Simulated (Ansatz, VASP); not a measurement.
# Ta: VASP beside Ansatz

```xyz
1
Lattice="-1.5996 1.5996 1.7596 1.5996 -1.5996 1.7596 1.5996 1.5996 -1.7596" Properties=species:S:1:pos:R:3 pbc="T T T"
Ta    0.0000    0.0000    0.0000
```

Alike in both runs: task single point; functional LDA; k mesh 22 × 22 × 22; occupations methfessel-paxton of order 1, width 0.02 eV; no spin polarisation.

|  | VASP | Ansatz |
| --- | --- | --- |
| version | VASP 6.6.1 | Ansatz 0.2.0 |
| potentials or method | VASP PAW LDA potentials, release 64 (Ta_pv), cutoff 520 eV | scalar-relativistic, plane waves, PAW |
| valence electrons in the cell | 11 | 13 |

```csv
,VASP,Ansatz,Ansatz less VASP
gap on the k mesh at the Fermi level (eV),none,none,-
pressure (GPa),-7.5,-8.3,-0.77
"traceless stress, the component that is largest in VASP (GPa)",-6.63,-6.59,+0.033
```

LDA's correlation is that of Perdew and Zunger in VASP and of Perdew and Wang (1992) in Ansatz. A gap of «none» marks a metal or a gap that the smearing closes. VASP's potentials hold 11 valence electrons a cell and Ansatz's 13, so a difference there can come from the potentials and not from the codes.

Spin-orbit coupling is off throughout.
